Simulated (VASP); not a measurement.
Write the native input for VASP 6.6.1 that does the following.

```
Task                   : relaxation of cell and atoms
Functional             : PBE
Potentials or basis    : VASP PAW PBE potentials, release 64 (Be, Mg, S, Zn)
Cutoff                 : 600 eV
k mesh                 : 2 × 2 × 2, shifted
Occupations            : gaussian, width 0.1 eV
Spin                   : no spin polarisation
Dipole correction      : no
Further INCAR settings : LREAL = Auto; ALGO = Normal; EDIFF = 1e-06; ISYM = 0; IBRION = 2; EDIFFG = -0.04; NSW = 70; ISIF = 3
```

The structure of Mg4Be5Zn3S12 lies in POSCAR:

```
Mg4Be5Zn3S12
1.0
    5.4501375000      3.1466383400      0.0000000000
    0.0000000000      6.2932766800      5.8861485000
    5.4501375000     -3.1466383400      5.8861485000
Be Mg S Zn
5 4 12 3
Direct
    0.1639499865      0.8342095733      0.1645869141
    0.6674232867      0.9991662494      0.0019924869
    0.0797710491      0.5855469538      0.9161979088
    0.5822270906      0.4206445990      0.0830311776
    0.5783158627      0.7523529667      0.7503895575
    0.1650226515      0.1678287808      0.8333562159
    0.1662500128      0.4979369493      0.5000971932
    0.6640735430      0.3372096829      0.6739344559
    0.0862214701      0.9170436340      0.5820402932
    0.9814893578      0.3554085450      0.0215865956
    0.9760846605      0.6859040671      0.6963479288
    0.9824893534      0.0185547759      0.3540723481
    0.4805072420      0.5222291336      0.8545439033
    0.4804694569      0.8593281078      0.5242971113
    0.4730134830      0.1892168337      0.1874634617
    0.8933983732      0.4392713539      0.4402024489
    0.8924219707      0.7741356444      0.1037682438
    0.8955967686      0.1054171865      0.7701209196
    0.3929458041      0.6046376417      0.2717545786
    0.3968091965      0.9382802299      0.9377273619
    0.3903946898      0.2743206071      0.6044075471
    0.6677214366      0.6653376906      0.3332922945
    0.0788312527      0.2513722260      0.2535730669
    0.5910819296      0.0805744283      0.4155027468
```

One way to write it, as run:

INCAR

```
PREC = Accurate ; ENCUT = 600
EDIFF = 1E-6 ; ISMEAR = 0
SIGMA = 0.1 ; LREAL = Auto
LASPH = True ; NELM = 100
ALGO = Normal ; ISIF = 3
LWAVE = False ; LCHARG = False
GGA = PE ; IBRION = 2
NSW = 70 ; EDIFFG = -0.04
ISYM = 0
```

KPOINTS

```
Automatic mesh
0
Gamma
  2 2 2
  0.5 0.5 0.5
```

Potentials or basis: VASP PAW PBE potentials, release 64 (Be, Mg, S, Zn).

Run with:

```sh
$ cat potpaw_PBE.64/Be/POTCAR potpaw_PBE.64/Mg/POTCAR potpaw_PBE.64/S/POTCAR potpaw_PBE.64/Zn/POTCAR > POTCAR
$ mpirun -np 1 vasp_std > vasp.out
```

It gave:

```
Relaxed volume                        : 18.49 Å³/atom
Relaxed cell                          : a = 6.390 Å, b = 8.865 Å, c = 8.961 Å, α = 78.66°, β = 69.60°, γ = 69.45°
Space group after relaxing (to 0.1 Å) : P1 (No. 1)
Energy gained by relaxing             : 191.5 meV/atom
Ionic steps                           : 16
Pressure after relaxing               : 0.0 GPa
Largest force after relaxing          : 0.024 eV/Å
Band gap on the k mesh                : 3.80 eV (least direct gap 3.82 eV)
```

Caveat: the k points lie up to 0.55 Å⁻¹ apart in the final cell; a shifted mesh leaves out Γ, where band edges can lie.

Run time: 44 min on 1 thread of Intel(R) Xeon(R) 6975P-C (Granite Rapids), on a shared host, peak memory 0.72 GiB.
